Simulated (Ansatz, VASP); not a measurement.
Two plane-wave programs on CuO

Contents of INCAR:

```
  PREC = Accurate
  ENCUT = 520
  EDIFF = 1E-7
  ISMEAR = -1
  SIGMA = 0.05
  LREAL = False
  LASPH = True
  NELM = 60
  ALGO = Normal
  ISIF = 2
  LWAVE = False
  LCHARG = False
  GGA = B5
  ALDAX = 1.0
  AGGAX = 1.0
  AGGAC = 1.0
  ALDAC = 0.0
  NBANDS = 25
```

The input KPOINTS:

```
Automatic mesh
0
Gamma
  8 8 6
```

File POSCAR:

```
CuO
1.0
    3.4220509700      0.0000000000      0.0000000000
    0.0000000000      3.4220509700      0.0000000000
    0.0000000000      0.0000000000      4.2604614800
Cu O
2 2
Direct
    0.0000000000      0.5000000000      0.0000000000
    0.5000000000      0.0000000000      0.5000000000
    0.0000000000      0.0000000000      0.2500000000
    0.0000000000      0.0000000000      0.7500000000
```

Contents of input.yaml:

```yaml
crystal:
  lattice:
    - [3.42205097, 0.0, 0.0]
    - [0.0, 3.42205097, 0.0]
    - [0.0, 0.0, 4.26046148]
  atoms:
    - { symbol: Cu, position: [0.0, 0.5, 0.0] }
    - { symbol: Cu, position: [0.5, 0.0, 0.5] }
    - { symbol: O, position: [0.0, 0.0, 0.25] }
    - { symbol: O, position: [0.0, 0.0, 0.75] }
hamiltonian:
  xc: blyp
  pseudopotentials: { kind: paw }
kpoints:
  mp_grid: { grid: [8, 8, 6] }
  band_path:
    path:
      - [[0.0, 0.0, 0.0], [0.0, 0.5, 0.0], [0.5, 0.5, 0.0], [0.0, 0.0, 0.0], [0.0, 0.0, 0.5], [0.0, 0.5, 0.5], [0.5, 0.5, 0.5], [0.0, 0.0, 0.5]]
      - [[0.0, 0.5, 0.0], [0.0, 0.5, 0.5]]
      - [[0.5, 0.5, 0.0], [0.5, 0.5, 0.5]]
    npoints: 14
scf:
  occupations: { method: fermi_dirac, width: 0.05 }
  n_extra_bands: 10
output:
  forces: true
  stress: true
  eigenvalues: true
  fatbands: true
```

Alike in both runs: functional BLYP; k mesh 8 × 8 × 6; occupations fermi-dirac, width 0.05 eV; no spin polarisation.

```csv
,VASP,Ansatz
version,VASP 6.6.1,Ansatz 0.2.0
potentials or method,"VASP PAW PBE potentials, release 64 (Cu, O)",Ansatz PAW
plane-wave cutoff (eV),520,420
valence electrons in the cell,34,50
task,single point,band structure
```

VASP gave:

* gap on the k mesh at the Fermi level (eV): none
* pressure (GPa): 2.7
* traceless stress, the component that is largest in VASP (GPa): 24.85

**Question.** Estimate Ansatz's values.

**Answer.** gap on the k mesh at the Fermi level (eV): none; pressure (GPa): 2.2; traceless stress, the component that is largest in VASP (GPa): 25.35.

VASP's potentials were made for PBE, not for BLYP. A gap of «none» marks a metal or a gap that the smearing closes. The functional is the same, so the differences come from potentials, cutoffs and numerics. VASP's potentials hold 34 valence electrons a cell and Ansatz's 50, so a difference there can come from the potentials and not from the codes.
